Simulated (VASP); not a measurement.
Here is a VASP 6.6.1 calculation.

File INCAR:

```
ALGO = Normal ; EDIFF = 1E-6
ENCUT = 520 ; GGA = PS
ISIF = 2 ; ISMEAR = -1
LASPH = T ; LCHARG = F
LREAL = F ; LWAVE = F
NBANDS = 8 ; NELM = 80
PREC = Accurate ; SIGMA = 0.05
```

The input KPOINTS:

```
k-points
0
Gamma
  16 16 16
```

Contents of POSCAR:

```
Li
1.0
   -1.6527837606      1.6527837606      1.6527837606
    1.6527837606     -1.6527837606      1.6527837606
    1.6527837606      1.6527837606     -1.6527837606
Li
1
Direct
    0.0000000000      0.0000000000      0.0000000000
```

Potentials or basis: VASP PAW PBE potentials, release 64 (Li_sv).

Run with:

```sh
$ cat potpaw_PBE.64/Li_sv/POTCAR > POTCAR
$ mpirun -np 1 vasp_std > vasp.out
```

**Question.** What does it give for the band gap on the k mesh?

**Answer.** Zero (an odd number of electrons rules out a gap without spin polarisation).
